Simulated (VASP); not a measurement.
# Y5Ti (F-43m) in VASP: further runs

Runs on Y5Ti. Level: PBE. Tasks: single point, relaxation of cell and atoms.

All numbers are computed with VASP 6.6.1; they aren't measurements. Logs are shortened: lines on timing, memory, paths and dates and some standing lists are left out, and cuts for length are marked.

### Step 1. The cell of the first run

Symmetry: F-43m, No. 216, cubic system. Conventional cell: a = 7.935 Å, b = 7.935 Å, c = 7.935 Å, α = 90.00°, β = 90.00°, γ = 90.00°. Within 4.3 Å of Y (site symmetry -43m) lie 12 Y at 3.29 Å and 4 Ti at 3.44 Å. Within 3.7 Å of Y (site symmetry 3m) lie 9 Y at 2.78 to 3.29 Å and 3 Ti at 3.29 Å. Within 4.3 Å of Ti (site symmetry -43m) lie 16 Y at 3.29 to 3.44 Å.

The cell was built from a structure type or drawn by symmetry, and may not be a known phase.

### Step 2. Single point, PBE

INCAR

```
PREC = Accurate
ENCUT = 500
EDIFF = 1E-6
ISMEAR = 0
SIGMA = 0.1
LREAL = False
LASPH = True
NELM = 120
ALGO = Normal
ISIF = 2
LWAVE = False
LCHARG = False
GGA = PE
NBANDS = 42
GGA_COMPAT = False
```

KPOINTS

```
Automatic mesh
0
Gamma
  4 4 4
```

POSCAR

```
Y5Ti
1.0
    0.0000000000      3.9675215700      3.9675215700
    3.9675215700      0.0000000000      3.9675215700
    3.9675215700      3.9675215700      0.0000000000
Y Ti
5 1
Direct
    0.2500000000      0.2500000000      0.2500000000
    0.6237722100      0.1286833600      0.6237722100
    0.6237722100      0.6237722100      0.1286833600
    0.6237722100      0.6237722100      0.6237722100
    0.1286833600      0.6237722100      0.6237722100
    0.0000000000      0.0000000000      0.0000000000
```

Potentials or basis: VASP PAW PBE potentials, release 64 (Y_sv, Ti_sv).

Run with:

```bash
cat potpaw_PBE.64/Y_sv/POTCAR potpaw_PBE.64/Ti_sv/POTCAR > POTCAR
mpirun -np 1 vasp_std > vasp.out
```

OUTCAR:

```text
PREC = Accurate
   ENCUT = 500
   EDIFF = 1E-6
   ISMEAR = 0
   LREAL = False
   LASPH = True
   NELM = 120
   ISIF = 2
   GGA = PE

 ion  position               nearest neighbor table
   1  0.250  0.250  0.250-   2 3.29   3 3.29   5 3.29   4 3.29   4 3.29   4 3.29   3 3.29   2 3.29
                             5 3.29   2 3.29   3 3.29   5 3.29   6 3.44   6 3.44   6 3.44   6 3.44
   2  0.624  0.129  0.624-   3 2.78   4 2.78   5 2.78   5 2.83   3 2.83   4 2.83   1 3.29   1 3.29
                             1 3.29   6 3.29   6 3.29   6 3.29
   3  0.624  0.624  0.129-   2 2.78   4 2.78   5 2.78   2 2.83   5 2.83   4 2.83   1 3.29   1 3.29
                             1 3.29   6 3.29   6 3.29   6 3.29
   4  0.624  0.624  0.624-   2 2.78   3 2.78   5 2.78   5 2.83   2 2.83   3 2.83   1 3.29   1 3.29
                             1 3.29   6 3.29   6 3.29   6 3.29
   5  0.129  0.624  0.624-   2 2.78   3 2.78   4 2.78   2 2.83   3 2.83   4 2.83   1 3.29   1 3.29
                             1 3.29   6 3.29   6 3.29   6 3.29
   6  0.000  0.000  0.000-   2 3.29   3 3.29   3 3.29   5 3.29   2 3.29   5 3.29   4 3.29   4 3.29
                             4 3.29   2 3.29   5 3.29   3 3.29   1 3.44   1 3.44   1 3.44   1 3.44

  LATTYP: Found a face centered cubic cell.
 ALAT       =     7.9350431400

  Lattice vectors:

 A1 = (   0.0000000000,   3.9675215700,   3.9675215700)
 A2 = (   3.9675215700,   0.0000000000,   3.9675215700)
 A3 = (   3.9675215700,   3.9675215700,   0.0000000000)

Analysis of symmetry for initial positions (statically):
=====================================================================
 Subroutine PRICEL returns:
 Original cell was already a primitive cell.

 Routine SETGRP: Setting up the symmetry group for a
 face centered cubic supercell.

 Subroutine GETGRP returns: Found 24 space group operations
 (whereof 24 operations were pure point group operations)
 out of a pool of 48 trial point group operations.

The static configuration has the point symmetry T_d .

Analysis of symmetry for dynamics (positions and initial velocities):
=====================================================================
 Subroutine PRICEL returns:
 Original cell was already a primitive cell.

 Routine SETGRP: Setting up the symmetry group for a
 face centered cubic supercell.

 Subroutine GETGRP returns: Found 24 space group operations
 (whereof 24 operations were pure point group operations)
 out of a pool of 48 trial point group operations.

The dynamic configuration has the point symmetry T_d .

 Subroutine INISYM returns: Found 24 space group operations
 (whereof 24 operations are pure point group operations),
 and found     1 'primitive' translations

----------------------------------------------------------------------------------------

                                     Primitive cell

  volume of cell :     124.9073

  direct lattice vectors                    reciprocal lattice vectors
     0.000000000  3.967521570  3.967521570    -0.126023259  0.126023259  0.126023259
     3.967521570  0.000000000  3.967521570     0.126023259 -0.126023259  0.126023259
     3.967521570  3.967521570  0.000000000     0.126023259  0.126023259 -0.126023259

  length of vectors
     5.610922813  5.610922813  5.610922813     0.218278688  0.218278688  0.218278688

  position of ions in fractional coordinates (direct lattice)
     0.250000000  0.250000000  0.250000000
     0.623772210  0.128683360  0.623772210
     0.623772210  0.623772210  0.128683360
     0.623772210  0.623772210  0.623772210
     0.128683360  0.623772210  0.623772210
     0.000000000  0.000000000  0.000000000

  ion indices of the primitive-cell ions
   primitive index   ion index
                 1           1
                 2           2
                 3           3
                 4           4
                 5           5
                 6           6

----------------------------------------------------------------------------------------

 KPOINTS: Automatic mesh

Automatic generation of k-mesh.
 Grid dimensions read from file:
 generate k-points for:    4    4    4

 Generating k-lattice:

  Cartesian coordinates                     Fractional coordinates (reciprocal lattice)
    -0.031505815  0.031505815  0.031505815     0.250000000  0.000000000  0.000000000
     0.031505815 -0.031505815  0.031505815     0.000000000  0.250000000  0.000000000
     0.031505815  0.031505815 -0.031505815     0.000000000  0.000000000  0.250000000

  Length of vectors
     0.054569672  0.054569672  0.054569672

  Shift w.r.t. Gamma in fractional coordinates (k-lattice)
     0.000000000  0.000000000  0.000000000

 Subroutine IBZKPT returns following result:
 ===========================================

 Found      8 irreducible k-points:

 Following reciprocal coordinates:
            Coordinates               Weight
  0.000000  0.000000  0.000000      1.000000
  0.250000  0.000000  0.000000      8.000000
  0.500000  0.000000  0.000000      4.000000
  0.250000  0.250000  0.000000      6.000000
  0.500000  0.250000  0.000000     24.000000
 -0.250000  0.250000  0.000000     12.000000
  0.500000  0.500000  0.000000      3.000000
 -0.250000  0.500000  0.250000      6.000000
   k-points           NKPTS =      8   k-points in BZ     NKDIM =      8   number of bands    NBANDS=     42
   number of dos      NEDOS =    301   number of ions     NIONS =      6
   total plane-waves  NPLWV =  74088
   dimension x,y,z NGX =    42 NGY =   42 NGZ =   42
   dimension x,y,z NGXF=    84 NGYF=   84 NGZF=   84
   ions per type =               5   1
   NGX,Y,Z   is equivalent  to a cutoff of  12.44, 12.44, 12.44 a.u.
   NGXF,Y,Z  is equivalent  to a cutoff of  24.89, 24.89, 24.89 a.u.
 SYSTEM =  unknown system
   PREC   = accura    normal or accurate (medium, high low for compatibility)
   ISTART =      0    job   : 0-new  1-cont  2-samecut
   ICHARG =      2    charge: 1-file 2-atom 10-const
   ISPIN  =      1    spin polarized calculation?
   LNONCOLLINEAR =      F non collinear calculations
   LSORBIT =      F    spin-orbit coupling
   LASPH  =      T    aspherical Exc in radial PAW
   ENCUT  =  500.0 eV  36.75 Ry    6.06 a.u.  10.23 10.23 10.23*2*pi/ulx,y,z
   NELM   =    120;   NELMIN=  2; NELMDL= -5     # of ELM steps
   EDIFF  = 0.1E-05   stopping-criterion for ELM
   LREAL  =      F    real-space projection
   EDIFFG = 0.1E-04   stopping-criterion for IOM
   NSW    =      0    number of steps for IOM
   IBRION =     -1    ionic relax: 0-MD 1-quasi-New 2-CG
   NFREE  =      0    steps in history (QN), initial steepest desc. (CG)
   ISIF   =      2    stress and relaxation
   ISYM   =      2    0-nonsym 1-usesym 2-fastsym
   POTIM  = 0.5000    time-step for ionic-motion
   TEBEG  =    0.0;   TEEND  =   0.0 temperature during run
   PSTRESS=    0.0 pullay stress
   NELECT =      67.0000    total number of electrons
   NUPDOWN=      -1.0000    fix difference up-down
   EMIN   =  10.00;   EMAX   =-10.00  energy-range for DOS
   EFERMI =   0.00;   METHOD = LEGACY
   ISMEAR =     0;   SIGMA  =   0.10  broadening in eV -4-tet -1-fermi 0-gaus
   EFERMI_NEDOS =   21; number of points for ismear=-14 and -15
   IALGO  =     38    algorithm
   IMIX   =      4    mixing-type and parameters
     AMIX     =   0.40;   BMIX     =  1.00
     AMIX_MAG =   1.60;   BMIX_MAG =  1.00
  volume/ion in A,a.u.               =      20.82       140.49
  Fermi-wavevector in a.u.,A,eV,Ry     =   1.330160  2.513637 24.073128  1.769325
  Thomas-Fermi vector in A             =   2.459268
   LORBIT       =      0    0 simple, 1 ext, 2 COOP (PROOUT), +10 PAW based schemes
   GGA     = PE    functional components
   LHFCALC =     F    Hartree Fock is set to
   AEXX    =    0.0000 exact exchange contribution
   IVDW    =     0    specifies the selected vdW correction
   LEPSILON=     F    determine dielectric tensor
   LRPA    =     F    only Hartree local field effects (RPA)
 non-spin polarized calculation
 Gauss-broadening in eV      SIGMA  =   0.10
  energy-cutoff  :      500.00
  volume of cell :      124.91
 maximum number of plane-waves:      3218
 NGX is ok and might be reduce to    42
   NGX = 21   NGY = 21   NGZ = 21

 number of electron      67.0000003 magnetization

 Free energy of the ion-electron system (eV)
  ---------------------------------------------------
  ext. energy  EPLUGINS =         0.00000000
  ---------------------------------------------------
  free energy    TOTEN  =       -32.58175812 eV

  energy without entropy =      -32.51613857  energy(sigma->0) =      -32.54894834

 E-fermi :   5.6972     XC(G=0): -11.2168

 val. band max:        5.6872776065   @ k =  -0.2500   0.2500   0.0000
 cond. band min:       5.7088173818   @ k =  -0.2500   0.5000   0.2500
 fundamental gap:      0.0215397753
 Fermi energy:         5.6971961899

 k-point     1 :       0.0000    0.0000    0.0000
  band No.  band energies     occupation
      1     -51.1838      2.00000
      2     -36.5148      2.00000
      3     -36.1237      2.00000
      4     -35.7980      2.00000
      5     -35.7980      2.00000
      6     -35.7980      2.00000
[... 34 lines left out ...]
     41       8.0688      0.00000
     42       8.0688      0.00000

 k-point     2 :       0.2500    0.0000    0.0000
  band No.  band energies     occupation
      1     -51.1838      2.00000
      2     -36.4432      2.00000
      3     -36.1308      2.00000
      4     -35.8740      2.00000
      5     -35.7986      2.00000
      6     -35.7986      2.00000
[... 34 lines left out ...]
     41       7.8015      0.00000
     42       7.8634      0.00000

 k-point     3 :       0.5000    0.0000    0.0000
  band No.  band energies     occupation
      1     -51.1838      2.00000
      2     -36.3353      2.00000
      3     -36.1571      2.00000
      4     -35.9669      2.00000
      5     -35.7993      2.00000
      6     -35.7993      2.00000
[... 177 lines left out ...]
      4     -36.0979      2.00000
      5     -35.8007      2.00000
      6     -35.8007      2.00000
[... 34 lines left out ...]
     41       7.5284      0.00000
     42       8.0851      0.00000

 k-point     8 :      -0.2500    0.5000    0.2500
  band No.  band energies     occupation
      1     -51.1838      2.00000
      2     -36.1948      2.00000
      3     -36.1541      2.00000
      4     -36.1196      2.00000
      5     -35.8006      2.00000
      6     -35.7972      2.00000
[... 34 lines left out ...]
     41       7.4101      0.00000
     42       7.8493      0.00000

------------------------ aborting loop because EDIFF is reached ----------------------------------------

  FORCE on cell =-STRESS in cart. coord.  units (eV):
  Direction    XX          YY          ZZ          XY          YZ          ZX
  --------------------------------------------------------------------------------------
  -------------------------------------------------------------------------------------
  Total       22.0072702     22.0072702     22.0072702      0.0000000     -0.0000000      0.0000000
  in kB      282.2856959    282.2856959    282.2856959      0.0000000     -0.0000000      0.0000000
  external PRESSURE =     282.2856959 kB  Pullay stress =       0.0000000 kB

 VOLUME and BASIS-vectors are now :
 -----------------------------------------------------------------------------
  energy-cutoff  :      500.00
  volume of cell :      124.91
      direct lattice vectors                 reciprocal lattice vectors
     0.000000000  3.967521570  3.967521570    -0.126023259  0.126023259  0.126023259
     3.967521570  0.000000000  3.967521570     0.126023259 -0.126023259  0.126023259
     3.967521570  3.967521570  0.000000000     0.126023259  0.126023259 -0.126023259

 POSITION                                       TOTAL-FORCE (eV/Angst)
 -----------------------------------------------------------------------------------
      1.98376      1.98376      1.98376        -0.000000     -0.000000     -0.000000
      2.98538      4.94966      2.98538        -0.515020      0.515020     -0.515020
      2.98538      2.98538      4.94966        -0.515020     -0.515020      0.515020
      4.94966      4.94966      4.94966         0.515020      0.515020      0.515020
      4.94966      2.98538      2.98538         0.515020     -0.515020     -0.515020
      0.00000      0.00000      0.00000        -0.000000     -0.000000     -0.000000
 -----------------------------------------------------------------------------------
    total drift:                                0.000054      0.000054      0.000054

  FREE ENERGIE OF THE ION-ELECTRON SYSTEM (eV)
  ---------------------------------------------------
  free  energy   TOTEN  =       -32.5817581188 eV

  energy  without entropy=      -32.5161385683  energy(sigma->0) =      -32.54894834
```

It took 3 min on 1 thread of Intel Xeon 8259CL, shared host; peak memory 0.27 GiB.

Results:

- Free energy: -32.5818 eV
- Pressure: 28.2 GPa
- Largest force: 0.892 eV/Å
- Band gap on the k mesh: zero (an odd number of electrons rules out a gap without spin polarisation)

Forces on the atoms (eV/Å):
```
Y    0.000  0.000  0.000
Y   -0.515  0.515 -0.515
Y   -0.515 -0.515  0.515
Y    0.515  0.515  0.515
Y    0.515 -0.515 -0.515
Ti   0.000  0.000  0.000
```

Caveat: the cell stands under pressure.

### Step 3. Single point, PBE

This run uses another cell than the first one, of 30.96 Å³/atom.

INCAR

```
PREC = Accurate ; ENCUT = 500
EDIFF = 1E-6 ; ISMEAR = 0
SIGMA = 0.1 ; LREAL = F
LASPH = T ; NELM = 120
ALGO = Normal ; ISIF = 2
LWAVE = F ; LCHARG = F
GGA = PE ; NBANDS = 42
GGA_COMPAT = F
```

KPOINTS is that of step 2.

POSCAR

```
Y5Ti
1.0
    0.0000000000      4.5287679591      4.5287679591
    4.5287679591      0.0000000000      4.5287679591
    4.5287679591      4.5287679591      0.0000000000
Y Ti
5 1
Direct
    0.2500000000      0.2500000000      0.2500000000
    0.6259066838      0.1222799487      0.6259066838
    0.6259066838      0.6259066838      0.1222799487
    0.6259066838      0.6259066838      0.6259066838
    0.1222799487      0.6259066838      0.6259066838
    0.0000000000      0.0000000000      0.0000000000
```

Potentials or basis: VASP PAW PBE potentials, release 64 (Y_sv, Ti_sv).

Run with:

```bash
cat potpaw_PBE.64/Y_sv/POTCAR potpaw_PBE.64/Ti_sv/POTCAR > POTCAR
mpirun -np 1 vasp_std > vasp.out
```

Wall time 5 min (1 thread of Intel Xeon 8259CL, shared host); peak memory 0.35 GiB.

Results (log left out):

```
Free energy            : -36.7583 eV
Pressure               : -0.1 GPa
Band gap on the k mesh : zero (an odd number of electrons rules out a gap without spin polarisation)
```

Forces in eV/Å, atoms in the order of the input:
```
Y    0.000  0.000  0.000
Y    0.001 -0.001  0.001
Y    0.001  0.001 -0.001
Y   -0.001 -0.001 -0.001
Y   -0.001  0.001  0.001
Ti   0.000  0.000  0.000
```

Levels at points of the mesh, in eV from the Fermi level:
```tsv
k point	band 29	band 30	band 31	band 32	band 33	band 34	band 35	band 36	band 37	band 38
(0.00, 0.00, 0.00)	-1.35	-0.95	-0.95	-0.95	0.03	0.03	0.23	0.23	0.23	0.35
(0.50, 0.00, 0.00)	-1.15	-0.81	-0.17	-0.17	-0.08	-0.08	0.22	0.22	0.44	0.52
(0.50, 0.50, 0.00)	-0.72	-0.72	-0.39	-0.35	-0.35	-0.31	-0.05	-0.05	0.09	0.43
```

### Step 4. Relaxation of cell and atoms, PBE

INCAR

```
SYSTEM = Y5Ti
ALGO = Normal
EDIFF = 1E-7
EDIFFG = -0.04
ENCUT = 500
GGA = PE
GGA_COMPAT = .FALSE.
IBRION = 2
ISIF = 3
ISMEAR = 0
LASPH = .TRUE.
LCHARG = .FALSE.
LREAL = .FALSE.
LWAVE = .FALSE.
NELM = 120
NELMIN = 4
NSW = 90
PREC = Accurate
SIGMA = 0.1
```

KPOINTS

```
k-points
0
G
  4 4 4
  0 0 0
```

POSCAR

```
Y5Ti
1.0
    0.0000000000      3.9675215700      3.9675215700
    3.9675215700      0.0000000000      3.9675215700
    3.9675215700      3.9675215700      0.0000000000
Y Ti
5 1
Direct
    0.2500000000      0.2500000000      0.2500000000
    0.6237722100      0.1286833600      0.6237722100
    0.6237722100      0.6237722100      0.1286833600
    0.6237722100      0.6237722100      0.6237722100
    0.1286833600      0.6237722100      0.6237722100
    0.0000000000      0.0000000000      0.0000000000
```

Run with:

```bash
cat potpaw_PBE.64/Y_sv/POTCAR potpaw_PBE.64/Ti_sv/POTCAR > POTCAR
mpirun -np 1 vasp_std > vasp.out
```

Wall time 14 min (1 thread of Intel Xeon 8259CL, shared host); peak memory 0.29 GiB.

It converged, with:

```yaml
Free_energy: -36.7326 eV
Relaxed_volume: 30.94 Å³/atom
Relaxed_cell: a = 6.403 Å, b = 6.403 Å, c = 6.403 Å, α = 60.00°, β = 60.00°, γ = 60.00°
Space_group_after_relaxing_to_0.1_Å: F-43m (No. 216)
Energy_gained_by_relaxing: 691.8 meV/atom
Ionic_steps: 5
Pressure_after_relaxing: -0.1 GPa
Largest_force_after_relaxing: 0.038 eV/Å
Band_gap_on_the_k_mesh: zero (an odd number of electrons rules out a gap without spin polarisation)
```

Forces on the atoms (eV/Å):
```
Y    0.000  0.000  0.000
Y    0.022 -0.022  0.022
Y    0.022  0.022 -0.022
Y   -0.022 -0.022 -0.022
Y   -0.022  0.022  0.022
Ti   0.000  0.000  0.000
```

Step by step:
```csv
step,energy change (eV),largest force (eV/Å),pressure (GPa),volume (Å³)
1,0.0000,0.8926,28.25,124.91
2,-3.9483,0.1831,-3.13,203.70
3,-4.1492,0.0917,0.23,184.16
4,-4.1496,0.1005,-0.05,185.50
5,-4.1508,0.0385,-0.09,185.65
```

Final structure:
```cif
data_structure
_symmetry_space_group_name_H-M 'P 1'
_symmetry_Int_Tables_number 1
_cell_length_a 6.4033
_cell_length_b 6.4033
_cell_length_c 6.4033
_cell_angle_alpha 60.000
_cell_angle_beta 60.000
_cell_angle_gamma 60.000
_cell_volume 185.65
loop_
_atom_site_label
_atom_site_type_symbol
_atom_site_fract_x
_atom_site_fract_y
_atom_site_fract_z
_atom_site_occupancy
Y1 Y 0.25000 0.25000 0.25000 1
Y2 Y 0.62608 0.12177 0.62608 1
Y3 Y 0.62608 0.62608 0.12177 1
Y4 Y 0.62608 0.62608 0.62608 1
Y5 Y 0.12177 0.62608 0.62608 1
Ti1 Ti 0.00000 0.00000 0.00000 1
```

Levels at points of the mesh, in eV from the Fermi level:
| k point | band 30 | band 31 | band 32 | band 33 | band 34 | band 35 | band 36 | band 37 |
| --- | --- | --- | --- | --- | --- | --- | --- | --- |
| (0.00, 0.00, 0.00) | -0.95 | -0.95 | -0.95 | 0.03 | 0.03 | 0.23 | 0.23 | 0.23 |
| (0.50, 0.00, 0.00) | -0.81 | -0.17 | -0.17 | -0.08 | -0.08 | 0.22 | 0.22 | 0.44 |
| (0.50, 0.50, 0.00) | -0.72 | -0.40 | -0.35 | -0.35 | -0.31 | -0.05 | -0.05 | 0.09 |

Caveat: the volume moved by over 15 % at a fixed basis, so the end points are rough.

[end of part 1 of 2]
